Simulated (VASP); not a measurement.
**MgHgO2: single point with PBE**

The system is MgHgO2.

```xyz
4
Lattice="3.5148 0.0000 0.0000 0.0000 3.5148 0.0000 0.0000 0.0000 5.1526" Properties=species:S:1:pos:R:3 pbc="T T T"
Mg    0.0000    0.0000    0.0000
O     0.0000    1.7574    1.0385
O     1.7574    0.0000    4.1141
Hg    1.7574    1.7574    2.5763
```

- Program: VASP 6.6.1
- Task: single point
- Functional: PBE
- Potentials or basis: VASP PAW PBE potentials, release 64 (Mg, O, Hg)
- Cutoff: 520 eV
- k mesh: 6 × 6 × 4
- Occupations: fermi-dirac, width 0.02 eV
- Spin: no spin polarisation
- Dipole correction: no
- Further INCAR settings: ALGO = Normal; EDIFF = 1e-06; NBANDS = 21

The pressure is -4.7 GPa and the largest force is 0.029 eV/Å. The band gap on the k mesh is zero (filled and empty bands touch).

Forces on the atoms (eV/Å):
```
Mg   0.000  0.000  0.000
O    0.000  0.000 -0.029
O    0.000  0.000  0.029
Hg   0.000  0.000  0.000
```

Stress tensor (GPa, compression positive):
```
-4.68  0.00  0.00
 0.00 -4.68  0.00
 0.00  0.00 -4.79
```

Levels at points of the mesh, in eV from the Fermi level:
| k point | band 9 | band 10 | band 11 | band 12 | band 13 | band 14 | band 15 | band 16 | band 17 | band 18 |
| --- | --- | --- | --- | --- | --- | --- | --- | --- | --- | --- |
| (0.00, 0.00, 0.00) | -1.71 | -1.71 | -0.81 | -0.02 | -0.02 | -0.02 | 5.78 | 8.30 | 10.67 | 11.56 |
| (0.50, 0.00, 0.00) | -2.45 | -1.57 | -1.43 | -1.17 | -0.30 | 3.22 | 4.82 | 8.81 | 9.16 | 9.84 |
| (0.50, 0.50, 0.00) | -2.28 | -1.74 | -1.31 | -1.21 | -1.21 | 4.51 | 5.05 | 5.05 | 9.53 | 11.26 |
| (0.00, 0.00, 0.50) | -1.40 | -1.40 | -1.31 | -0.28 | -0.28 | 2.12 | 4.04 | 9.05 | 11.12 | 11.38 |
| (0.50, 0.00, 0.50) | -3.40 | -1.18 | -0.73 | -0.61 | -0.20 | 2.67 | 5.02 | 7.50 | 8.12 | 11.73 |
| (0.50, 0.50, 0.50) | -2.39 | -2.29 | -1.67 | -1.67 | -1.36 | 4.75 | 6.49 | 6.49 | 9.39 | 9.94 |

Run time: 35 s on 1 thread of Intel(R) Xeon(R) Platinum 8259CL CPU @ 2.50GHz (Skylake/Cascade Lake) (shared host), peak memory 0.2 GiB.

Caveat: the cell stands under tension; semilocal functionals underestimate gaps, and a narrow one can read as zero; spin-orbit coupling is left out, which moves the levels of the heavy elements.
